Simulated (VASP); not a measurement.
KBr:

```xyz
2
Lattice="0.0000 3.6883 3.6883 3.6883 0.0000 3.6883 3.6883 3.6883 0.0000" Properties=species:S:1:pos:R:3 pbc="T T T"
K     0.0000    0.0000    0.0000
Br    1.8441    1.8441    1.8441
```

Base run:

```yaml
Program: VASP 6.6.1
Functional: LDA
Potentials_or_basis: VASP PAW LDA potentials, release 64 (K_sv, Br)
Cutoff: 520 eV
k_mesh: 4 × 4 × 4
Occupations: gaussian, width 0.01 eV
Spin: no spin polarisation
```

Its results: band gap on the k mesh 3.99 eV, indirect (least direct gap 4.01 eV); pressure -1.0 GPa.

The run is repeated on the same cell with these changes: functional from LDA to PBE; potentials or basis from VASP PAW LDA potentials, release 64 (K_sv, Br) to VASP PAW PBE potentials, release 64 (K_sv, Br). What comes out?

Band gap on the k mesh 4.28 eV, indirect (least direct gap 4.30 eV); pressure 0.3 GPa.

A k mesh can miss the band edges.
